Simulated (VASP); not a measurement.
Set up this calculation in VASP 6.6.1, as the native input.

| Item | Value |
| --- | --- |
| Task | single point |
| Functional | HSE06 |
| Potentials or basis | VASP PAW PBE potentials, release 64 (Pt) |
| Cutoff | 520 eV |
| k mesh | 6 × 6 × 6 |
| Occupations | fermi-dirac, width 0.1 eV |
| Spin | no spin polarisation |
| Dipole correction | no |
| Grid for exact exchange (PRECFOCK) | Normal |
| Further INCAR settings | ALGO = Normal; EDIFF = 1e-07; NBANDS = 11 |
| Share of exact exchange | 0.25 |
| Screening parameter | 0.2079 1/Å |

The system is Pt.

```
Pt
1.0
     0.00000    2.01112    2.01112
     2.01112    0.00000    2.01112
     2.01112    2.01112    0.00000
Pt
1
Cartesian
  0.0000 0.0000 0.0000
```

One way to write it, as run:

POSCAR

```
Pt
1.0
    0.0000000000      2.0111214166      2.0111214166
    2.0111214166      0.0000000000      2.0111214166
    2.0111214166      2.0111214166      0.0000000000
Pt
1
Direct
    0.0000000000      0.0000000000      0.0000000000
```

INCAR.step1

```
SYSTEM = Pt
ALGO = Normal
EDIFF = 1E-5
ENCUT = 520
GGA = PE
ISIF = 2
ISMEAR = -1
LASPH = .TRUE.
LCHARG = .FALSE.
LREAL = .FALSE.
LWAVE = .TRUE.
NBANDS = 11
NELM = 80
PREC = Accurate
SIGMA = 0.1
```

INCAR.step2

```
SYSTEM = Pt
ALGO = Normal
EDIFF = 1E-7
ENCUT = 520
GGA = PE
HFSCREEN = 0.2079
ISIF = 2
ISMEAR = -1
ISTART = 1
LASPH = .TRUE.
LCHARG = .FALSE.
LHFCALC = .TRUE.
LREAL = .FALSE.
LWAVE = .FALSE.
NBANDS = 11
NELM = 80
PREC = Accurate
PRECFOCK = Normal
SIGMA = 0.1
```

KPOINTS

```
k-points
0
G
  6 6 6
  0 0 0
```

Potentials or basis: VASP PAW PBE potentials, release 64 (Pt).

Launch:

```bash
$ cat potpaw_PBE.64/Pt/POTCAR > POTCAR
$ cp INCAR.step1 INCAR
$ mpirun -np 1 vasp_std > vasp.out
$ cp INCAR.step2 INCAR
$ mpirun -np 1 vasp_std > vasp.out
```

It gave:

```yaml
Pressure: -17.3 GPa
Band_gap_on_the_k_mesh: zero (bands 5 and 6 overlap by 2.67 eV)
```

Caveat: the k points lie up to 0.45 Å⁻¹ apart, too coarse for converged energies and pressures of a metal; the PAW data sets were made with another functional, which shifts forces and pressure a little; spin-orbit coupling is left out, which moves the levels of the heavy elements.

It took 16 min on 1 thread of AMD EPYC 7R43 64-Core Processor (Zen 3) (shared host), peak memory 0.21 GiB.
